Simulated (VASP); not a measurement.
HPbNO4:

```
H Pb N O
1.0
     4.19923    0.11117    0.16817
     1.91600    3.89132    0.12568
     1.76085    1.25259    6.37266
H Pb N O
1 1 1 4
Cartesian
  6.1559 3.5396 4.2374
  3.9410 4.7367 5.7714
  2.1622 1.5295 2.0021
  6.1170 3.6060 5.2180
  2.2525 1.0554 0.8130
  2.1821 0.7481 2.9790
  2.0545 2.7723 2.1460
```

Base run:

| Property | Result |
| --- | --- |
| Program | VASP 6.6.1 |
| Functional | RPBE |
| Potentials or basis | VASP PAW PBE potentials, release 64 (H, Pb_d, N, O) |
| Cutoff | 520 eV |
| k mesh | 7 × 7 × 5 |
| Occupations | fermi-dirac, width 0.05 eV |
| Spin | no spin polarisation |

Its results: band gap on the k mesh 2.85 eV (least direct gap 2.87 eV); pressure 3.3 GPa; largest force 0.666 eV/Å.

Question: After a change of settings the same cell gave: band gap on the k mesh 2.79 eV; pressure 3.1 GPa; largest force 0.893 eV/Å. Which change was it?
A. functional from RPBE to PBE0; k mesh from 7 × 7 × 5 to 3 × 3 × 2
B. functional from RPBE to BLYP; k mesh from 7 × 7 × 5 to 5 × 5 × 4
C. functional from RPBE to PBE-based screened hybrid with 25 % exact exchange; k mesh from 7 × 7 × 5 to 3 × 3 × 2

Answer: B.

Caveats: the standard files for N, O and F lose accuracy on very short bonds; the cell stands under pressure; the PAW data sets were made with another functional, which shifts forces and pressure a little; spin-orbit coupling is left out, which moves the levels of the heavy elements.
